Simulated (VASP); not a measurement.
## FeO: relaxation of cell and atoms with PBEsol

FeO:

```xyz
2
Lattice="0.0000 2.1231 2.1231 2.1231 0.0000 2.1231 2.1231 2.1231 0.0000" Properties=species:S:1:pos:R:3 pbc="T T T"
Fe    0.0000    0.0000    0.0000
O     2.1231    2.1231    2.1231
```

```
Program                : VASP 6.6.1
Task                   : relaxation of cell and atoms
Functional             : PBEsol
Potentials or basis    : VASP PAW PBE potentials, release 64 (Fe, O)
Cutoff                 : 600 eV
k mesh                 : 18 × 18 × 18
Occupations            : gaussian, width 0.1 eV
Spin                   : collinear spin, ferromagnetic start
Starting moments       : [3.76, 0.37] μB
Dipole correction      : no
Further INCAR settings : ALGO = Normal; EDIFF = 1e-06; IBRION = 2; EDIFFG = -0.005; NSW = 100; ISIF = 3
```

```yaml
Relaxed_volume: 9.58 Å³/atom
Relaxed_cell: a = 3.004 Å, b = 3.004 Å, c = 3.004 Å, α = 60.00°, β = 60.00°, γ = 60.00°
Space_group_after_relaxing_to_0.1_Å: Fm-3m (No. 225)
Energy_gained_by_relaxing: 0.0 meV/atom
Ionic_steps: 3
Pressure_after_relaxing: 0.1 GPa
Band_gap_on_the_k_mesh: zero (filled and empty bands overlap)
Net_moment: 4.00 μB per cell
Site_moments: Fe +3.60; O +0.31 μB
Valence_electrons_inside_the_program's_atomic_spheres: Fe 6.82; O 4.99
```

Final structure:
```yaml
crystal:
  lattice:
    - [0.00000, 2.12383, 2.12383]
    - [2.12383, 0.00000, 2.12383]
    - [2.12383, 2.12383, 0.00000]
  atoms:
    - { symbol: Fe, position: [0.00000, 0.00000, 0.00000] }
    - { symbol: O, position: [0.50000, 0.50000, 0.50000] }
```

Levels at points of the mesh, in eV from the Fermi level:
Spin up:
```csv
k point,band 6,band 7,band 8,band 9,band 10,band 11,band 12,band 13
"(0.00, 0.00, 0.00)",-3.93,-3.93,-3.67,-3.67,0.25,15.39,17.25,17.25
"(0.50, 0.00, 0.00)",-3.02,-2.44,-0.17,-0.17,4.05,8.82,12.71,12.71
"(0.50, 0.50, 0.00)",-3.24,-2.72,-2.72,-2.65,5.50,8.91,10.85,15.10
```
Spin down:
```tsv
k point	band 1	band 2	band 3	band 4	band 5	band 6	band 7	band 8	band 9	band 10
(0.00, 0.00, 0.00)	-20.48	-3.38	-3.38	-3.38	-0.80	-0.80	-0.80	0.10	0.10	1.07
(0.50, 0.00, 0.00)	-19.15	-8.41	-5.43	-5.43	0.43	0.43	0.66	2.92	2.92	4.58
(0.50, 0.50, 0.00)	-19.16	-7.22	-4.62	-4.62	-2.32	0.69	0.81	0.81	1.20	6.83
```

Run time: 4.5 min on 1 thread of Intel Xeon 8259CL (shared host), peak memory 0.23 GiB.

Caveat: the PAW data sets were made with another functional, which shifts forces and pressure a little; a cell with one magnetic atom can't hold antiferromagnetic order, which such compounds often take; semilocal functionals often make such compounds metallic where correlation or magnetic order opens a gap, which also shifts bond lengths. With open d or f shells a metallic result of PBEsol can be an artefact of self-interaction; +U or a hybrid may open a gap.
